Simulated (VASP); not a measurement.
# Rh in VASP: further runs, part 2 of 2

VASP 6.6.1. The steps go on from the part before.

### Step 3. Relaxation of cell and atoms, PBE

This run uses another cell than the first one, of 14.09 Å³/atom.

INCAR reads:

```
SYSTEM = Rh
ALGO = Normal ; EDIFF = 1E-6
EDIFFG = -0.01 ; ENCUT = 600
GGA = PE ; IBRION = 2
ISIF = 3 ; ISMEAR = 0
LASPH = .True. ; LCHARG = .False.
LREAL = .False. ; LWAVE = .False.
NELM = 80 ; NSW = 100
PREC = Accurate ; SIGMA = 0.1
```

KPOINTS reads:

```
k-points
0
Gamma
  24 24 24
  0 0 0
```

POSCAR reads:

```
Rh
1.0
    0.0000000000      1.9170628668      1.9170628668
    1.9170628668      0.0000000000      1.9170628668
    1.9170628668      1.9170628668      0.0000000000
Rh
1
Direct
    0.0000000000      0.0000000000      0.0000000000
```

Potentials or basis: VASP PAW PBE potentials, release 64 (Rh_pv).

The run is started by

```bash
$ cat potpaw_PBE.64/Rh_pv/POTCAR > POTCAR
$ mpirun -np 1 vasp_std > vasp.out
```

OUTCAR:

```text
SYSTEM = Rh
   EDIFF = 1E-6
   EDIFFG = -0.01
   ENCUT = 600
   GGA = PE
   IBRION = 2
   ISIF = 3
   ISMEAR = 0
   LASPH = .True.
   LREAL = .False.
   NELM = 80
   NSW = 100
   PREC = Accurate

 ion  position               nearest neighbor table
   1  0.000  0.000  0.000-

  LATTYP: Found a face centered cubic cell.
 ALAT       =     3.8341257336

  Lattice vectors:

 A1 = (   0.0000000000,   1.9170628668,   1.9170628668)
 A2 = (   1.9170628668,   0.0000000000,   1.9170628668)
 A3 = (   1.9170628668,   1.9170628668,   0.0000000000)

Analysis of symmetry for initial positions (statically):
=====================================================================
 Subroutine PRICEL returns:
 Original cell was already a primitive cell.

 Routine SETGRP: Setting up the symmetry group for a
 face centered cubic supercell.
[... 250 lines left out ...]
 cond. band min:      11.5215551372   @ k =   0.4167   0.0833   0.0417
 fundamental gap:      0.0006673249
 Fermi energy:        11.5212248392

 k-point     1 :       0.0000    0.0000    0.0000
  band No.  band energies     occupation
      1     -34.8230      2.00000
      2     -34.8230      2.00000
      3     -34.8230      2.00000
      4       3.7198      2.00000
      5       8.5435      2.00000
      6       8.5435      2.00000
      7       8.5435      2.00000
      8      10.5612      2.00000
      9      10.5612      2.00000
     10      27.5354      0.00000
     11      32.1124      0.00000
[... 309 lines left out ...]
 k-point    24 :       0.4583    0.0417    0.0000
  band No.  band energies     occupation
      1     -35.4802      2.00000
      2     -34.9201      2.00000
      3     -34.9198      2.00000
      4       5.6562      2.00000
      5       8.4500      2.00000
      6       8.5546      2.00000
      7      11.1238      2.00000
      8      12.0345      0.00000
      9      12.6293      0.00000
     10      20.5441      0.00000
     11      27.2521      0.00000

 [... further k-points ...]
[... 5 lines left out ...]
  --------------------------------------------------------------------------------------
  -------------------------------------------------------------------------------------
  Total        0.0049876      0.0049876      0.0049876      0.0000000      0.0000000     -0.0000000
  in kB        0.5692805      0.5692805      0.5692805      0.0000000      0.0000000     -0.0000000
  external PRESSURE =       0.5692805 kB  Pullay stress =       0.0000000 kB
[... 16 lines left out ...]
  FREE ENERGIE OF THE ION-ELECTRON SYSTEM (eV)
  ---------------------------------------------------
  free  energy   TOTEN  =        -7.2623799918 eV

  energy  without entropy=       -7.2563140115  energy(sigma->0) =       -7.25934700

 reached required accuracy - stopping structural energy minimisation
```

OSZICAR:

```text
N       E                     dE             d eps       ncg     rms          rms(c)
DAV:   1     0.125041002700E+03    0.12504E+03   -0.10175E+04  9095   0.162E+03
DAV:   2    -0.608018588067E+01   -0.13112E+03   -0.12565E+03  9308   0.408E+02
DAV:   3    -0.775654699486E+01   -0.16764E+01   -0.16551E+01 10523   0.518E+01
DAV:   4    -0.776671425934E+01   -0.10167E-01   -0.10166E-01  9941   0.420E+00
[... 18 lines left out ...]
DAV:   1    -0.728507133309E+01   -0.23519E-01   -0.33115E-01  9485   0.958E+00    0.104E+00
DAV:   2    -0.726243700407E+01    0.22634E-01   -0.56663E-02  9362   0.360E+00    0.193E-01
DAV:   3    -0.726234053676E+01    0.96467E-04   -0.51780E-04  9824   0.301E-01    0.113E-01
DAV:   4    -0.726237921700E+01   -0.38680E-04   -0.16574E-04  9728   0.182E-01    0.765E-03
DAV:   5    -0.726237999182E+01   -0.77482E-06   -0.34451E-06 10212   0.281E-02
   3 F= -.72623800E+01 E0= -.72593470E+01  d E =-.163179E-03
```

CONTCAR:

```text
Rh
   1.00000000000000
    -0.0000000000000000    1.9146193316151829    1.9146193316151829
     1.9146193316151829   -0.0000000000000000    1.9146193316151829
     1.9146193316151829    1.9146193316151829    0.0000000000000000
  Rh
     1
Direct
     0.0000000000000000    0.0000000000000000    0.0000000000000000

  0.00000000E+00  0.00000000E+00  0.00000000E+00
```

Run time: 4.9 min. Hardware: 1 thread of Intel Xeon 8259CL, shared host; peak memory 0.21 GiB.

What came out:

| Quantity | Value |
| --- | --- |
| Free energy | -7.2624 eV |
| Relaxed volume | 14.04 Å³/atom |
| Relaxed cell | a = 2.708 Å, b = 2.708 Å, c = 2.708 Å, α = 60.00°, β = 60.00°, γ = 60.00° |
| Space group after relaxing (to 0.1 Å) | Fm-3m (No. 225) |
| Energy gained by relaxing | 0.2 meV/atom |
| Ionic steps | 3 |
| Pressure after relaxing | 0.1 GPa |
| Band gap on the k mesh | zero (an odd number of electrons rules out a gap without spin polarisation) |

The path:
| step | energy change (eV) | largest force (eV/Å) | pressure (GPa) | volume (Å³) |
| --- | --- | --- | --- | --- |
| 1 | 0.0000 | 0.0000 | -0.97 | 14.09 |
| 2 | 0.0007 | 0.0000 | 2.27 | 13.92 |
| 3 | -0.0002 | 0.0000 | 0.06 | 14.04 |

Final structure:
```
Rh
1.0
     0.00000    1.91462    1.91462
     1.91462    0.00000    1.91462
     1.91462    1.91462    0.00000
Rh
1
Direct
  0.00000 0.00000 0.00000
```

Levels at points of the mesh, in eV from the Fermi level:
```csv
k point,band 4,band 5,band 6,band 7,band 8,band 9,band 10,band 11
"(0.00, 0.00, 0.00)",-7.80,-2.98,-2.98,-2.98,-0.96,-0.96,16.01,20.59
"(0.50, 0.00, 0.00)",-5.94,-3.05,-3.05,0.55,0.55,0.76,8.43,15.51
"(0.50, 0.50, 0.00)",-6.12,-5.76,0.52,0.95,0.95,3.24,12.02,13.21
```

### Step 4. Single point, PBE

INCAR reads:

```
SYSTEM = Rh
PREC = Accurate
ENCUT = 520
EDIFF = 1E-6
ISMEAR = 0
SIGMA = 0.1
LREAL = .FALSE.
LASPH = .TRUE.
NELM = 100
ALGO = Normal
ISIF = 2
LWAVE = .FALSE.
LCHARG = .FALSE.
GGA = PE
NBANDS = 14
```

KPOINTS reads:

```
Automatic mesh
0
G
  24 24 24
  0 0 0
```

POSCAR reads:

```
Rh
1.0
    0.0000000000      1.9148842649      1.9148842649
    1.9148842649      0.0000000000      1.9148842649
    1.9148842649      1.9148842649      0.0000000000
Rh
1
Direct
    0.5000000000      0.5000000000      0.5000000000
```

Potentials or basis: VASP PAW PBE potentials, release 64 (Rh_pv).

The run is started by

```bash
$ cat potpaw_PBE.64/Rh_pv/POTCAR > POTCAR
$ mpirun -np 1 vasp_std > vasp.out
```

OUTCAR:

```text
SYSTEM = Rh
   PREC = Accurate
   ENCUT = 520
   EDIFF = 1E-6
   ISMEAR = 0
   LREAL = .FALSE.
   LASPH = .TRUE.
   NELM = 100
   ISIF = 2
   GGA = PE

 ion  position               nearest neighbor table
   1  0.500  0.500  0.500-

  LATTYP: Found a face centered cubic cell.
 ALAT       =     3.8297685298

  Lattice vectors:

 A1 = (   0.0000000000,   1.9148842649,   1.9148842649)
 A2 = (   1.9148842649,   0.0000000000,   1.9148842649)
 A3 = (   1.9148842649,   1.9148842649,   0.0000000000)

[... 585 lines left out ...]
     14      32.8617      0.00000

 [... further k-points ...]

------------------------ aborting loop because EDIFF is reached ----------------------------------------

  FORCE on cell =-STRESS in cart. coord.  units (eV):
  Direction    XX          YY          ZZ          XY          YZ          ZX
  --------------------------------------------------------------------------------------
  -------------------------------------------------------------------------------------
  Total        0.0153094      0.0153094      0.0153094      0.0000000     -0.0000000      0.0000000
  in kB        1.7466741      1.7466741      1.7466741      0.0000000     -0.0000000      0.0000000
  external PRESSURE =       1.7466741 kB  Pullay stress =       0.0000000 kB

 VOLUME and BASIS-vectors are now :
 -----------------------------------------------------------------------------
  energy-cutoff  :      520.00
  volume of cell :       14.04
      direct lattice vectors                 reciprocal lattice vectors
     0.000000000  1.914884265  1.914884265    -0.261112386  0.261112386  0.261112386
     1.914884265  0.000000000  1.914884265     0.261112386 -0.261112386  0.261112386
     1.914884265  1.914884265  0.000000000     0.261112386  0.261112386 -0.261112386

 POSITION                                       TOTAL-FORCE (eV/Angst)
 -----------------------------------------------------------------------------------
      1.91488      1.91488      1.91488         0.000000      0.000000      0.000000
 -----------------------------------------------------------------------------------
    total drift:                                0.000000      0.000000      0.000000

  FREE ENERGIE OF THE ION-ELECTRON SYSTEM (eV)
  ---------------------------------------------------
  free  energy   TOTEN  =        -7.2621055384 eV

  energy  without entropy=       -7.2560329435  energy(sigma->0) =       -7.25906924
```

stdout:

```text
POSCAR found type information on POSCAR Rh
 POSCAR found :  1 types and       1 ions
 scaLAPACK will be used
 LDA part: xc-table for (Slater+PW92), standard interpolation
 POSCAR, INCAR and KPOINTS ok, starting setup
 FFT: planning ... GRIDC
 FFT: planning ... GRID_SOFT
 FFT: planning ... GRID
 WAVECAR not read
 entering main loop
```

Run time: 41 s. Hardware: 1 thread of Intel Xeon Platinum 8259CL at 2.50GHz (Skylake/Cascade Lake), shared host; peak memory 0.18 GiB.

Results:

```yaml
Free_energy: -7.2621 eV
Pressure: 0.2 GPa
Band_gap_on_the_k_mesh: zero (an odd number of electrons rules out a gap without spin polarisation)
```

### Step 5. Single point, PBE

This run uses another cell than the first one: it holds 3 atoms, not 1.

INCAR reads:

```
ALGO = Fast
EDIFF = 1E-6
ENCUT = 520
GGA = PE
ISIF = 2
ISMEAR = 0
LASPH = True
LCHARG = True
LELF = True
LREAL = False
LVHAR = True
LWAVE = False
NBANDS = 30
NELM = 60
PREC = Accurate
SIGMA = 0.1
```

KPOINTS reads:

```
k-points
0
Gamma
  6 6 4
```

POSCAR reads:

```
Rh
1.0
    2.6915520205     -0.1003839263      0.4296916592
    0.2773617962      3.6923248931     -0.8699508847
    0.6190506668     -0.9315177442      4.5526010109
Rh
3
Direct
    0.1666518195      0.8333333919      0.6666564400
    0.8333481805      0.1666666081      0.3333435600
    0.5000000000      0.5000000000      0.0000000000
```

The run is started by

```bash
$ cat potpaw_PBE.64/Rh_pv/POTCAR > POTCAR
$ mpirun -np 1 vasp_std > vasp.out
```

It took 79 s on 1 thread of Intel Xeon Platinum 8259CL at 2.50GHz (Skylake/Cascade Lake), shared host; peak memory 0.19 GiB.

The run converged. Its results:

| Property | Result |
| --- | --- |
| Free energy | -21.7636 eV |
| Pressure | 0.1 GPa |
| Band gap on the k mesh | zero (an odd number of electrons rules out a gap without spin polarisation) |

Stress tensor (GPa, compression positive):
```
 0.00 -0.02 -0.01
-0.02  0.18 -0.11
-0.01 -0.11  0.22
```

Levels at points of the mesh, in eV from the Fermi level:
```tsv
k point	band 19	band 20	band 21	band 22	band 23	band 24	band 25	band 26	band 27	band 28
(0.00, 0.00, 0.00)	-2.78	-1.21	-1.21	-0.99	-0.88	-0.05	-0.05	6.55	6.55	9.88
(0.50, 0.00, 0.00)	-0.81	-0.37	-0.37	0.54	0.94	1.01	3.10	3.10	3.20	11.93
(0.00, 0.50, 0.00)	-2.00	-2.00	-0.09	-0.09	0.06	0.06	0.56	0.60	0.82	8.50
(0.50, 0.50, 0.00)	-1.36	-1.36	0.42	0.42	0.53	0.61	0.76	7.03	7.03	8.37
(0.00, 0.00, 0.50)	-2.07	-1.79	-1.79	0.29	0.29	0.55	0.97	0.99	3.41	12.22
(0.50, 0.00, 0.50)	-0.80	-0.37	-0.37	0.54	0.94	1.01	3.10	3.10	3.19	11.93
(0.00, 0.50, 0.50)	-2.00	-2.00	-0.09	-0.09	0.07	0.07	0.56	0.59	0.81	8.50
(0.50, 0.50, 0.50)	-1.35	-1.35	0.42	0.42	0.53	0.61	0.75	7.04	7.04	8.36
```

Caveat: the k points lie up to 0.40 Å⁻¹ apart, too coarse for converged energies and pressures of a metal.

### Step 6. The runs side by side

| task | cell | k mesh | cutoff (eV) | gap on the mesh (eV) | pressure (GPa) |
| --- | --- | --- | --- | --- | --- |
| single point | a = 2.708 Å, angles 60.0°, 1 atom, atomic positions A | 24 × 24 × 24 | 520 | none | 0.2 |
| relaxation of cell and atoms | relaxed from a = 2.711 Å, angles 60.0°, 1 atom, atomic positions A | 24 × 24 × 24 | 600 | none | 0.1 |
| single point | a = 2.727, b = 3.804, c = 4.688 Å, angles 113.9, 73.1, 90.0°, 3 atoms, atomic positions B | 6 × 6 × 4 | 520 | none | 0.1 |

Alike in all rows: level PBE; potentials or basis VASP PAW PBE potentials, release 64 (Rh_pv); no spin polarisation; smearing gaussian 0.1 eV.

Caveats: some runs use coarse meshes.

Total energies depend on the potentials used, so only differences within one code and one set of settings carry meaning.
